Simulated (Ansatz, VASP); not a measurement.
**LiNbO: VASP beside Ansatz**

The input INCAR:

```
SYSTEM = LiNbO
PREC = Accurate ; ENCUT = 600
EDIFF = 1E-7 ; ISMEAR = 0
SIGMA = 0.1 ; LREAL = .FALSE.
LASPH = .TRUE. ; NELM = 60
ALGO = Normal ; ISIF = 3
LWAVE = .FALSE. ; LCHARG = .FALSE.
GGA = PE ; IBRION = 2
NSW = 90 ; EDIFFG = -0.04
```

Contents of KPOINTS:

```
regular mesh
0
G
  6 6 4
  0 0 0
```

Contents of POSCAR:

```
LiNbO
1.0
    2.8500605500      0.0000000000      0.0000000000
    0.0000000000      2.8500605500      0.0000000000
    0.0000000000      0.0000000000      4.0034787200
Li Nb O
1 1 1
Direct
    0.0000000000      0.0000000000      0.0000000000
    0.5000000000      0.5000000000      0.0000000000
    0.5000000000      0.5000000000      0.5000000000
```

Input for Ansatz:

```yaml
crystal:
  lattice:
    - [2.85006055, 0.0, 0.0]
    - [0.0, 2.85006055, 0.0]
    - [0.0, 0.0, 4.00347872]
  atoms:
    - { symbol: Li, position: [0.0, 0.0, 0.0] }
    - { symbol: Nb, position: [0.5, 0.5, 0.0] }
    - { symbol: O, position: [0.5, 0.5, 0.5] }
basis:
  ecutwfc: 420
kpoints:
  mp_grid: { grid: [6, 6, 4] }
hamiltonian:
  xc: pbe
scf:
  occupations: { method: gaussian, width: 0.1 }
  lower_state_search: "off"
output:
  forces: true
  stress: true
  eigenvalues: true
relax:
  adjacent_minimum: "off"
  f_tol: 0.04
  max_steps: 70
  cell: { stress_tol: 0.4 }
```

Change from the starting cell: species swapped into the LiHPd type (P4/mmm, No. 123).

Alike in both runs: task relaxation of cell and atoms; functional PBE; k mesh 6 × 6 × 4; occupations gaussian, width 0.1 eV; no spin polarisation.

```csv
,VASP,Ansatz
version,VASP 6.6.1,Ansatz 0.2.0
potentials or method,"VASP PAW PBE potentials, release 64 (Li_sv, Nb_sv, O), cutoff 600 eV","scalar-relativistic, plane waves, PAW"
valence electrons in the cell,22,22
```

Ansatz gave:

- gap on the k mesh at the Fermi level, each at its own relaxed structure (eV): none
- relaxed volume (Å³/atom): 19.37
- relaxed cell length with the largest relative difference (Å): 3.872

**Question.** Estimate VASP's values.

**Answer.** gap on the k mesh at the Fermi level, each at its own relaxed structure (eV): none; relaxed volume (Å³/atom): 17.35; relaxed cell length with the largest relative difference (Å): 3.664.

A gap of «none» marks a metal or a gap that the smearing closes. One of these differences is far larger than is usual between the two programs; its cause wasn't traced.

The k mesh is coarse, so the values compare programs but aren't converged. Noted on VASP's run: the cutoff is short for stress, so the pressure is rough; the volume moved by over 15 % at a fixed basis, so the end points are rough.
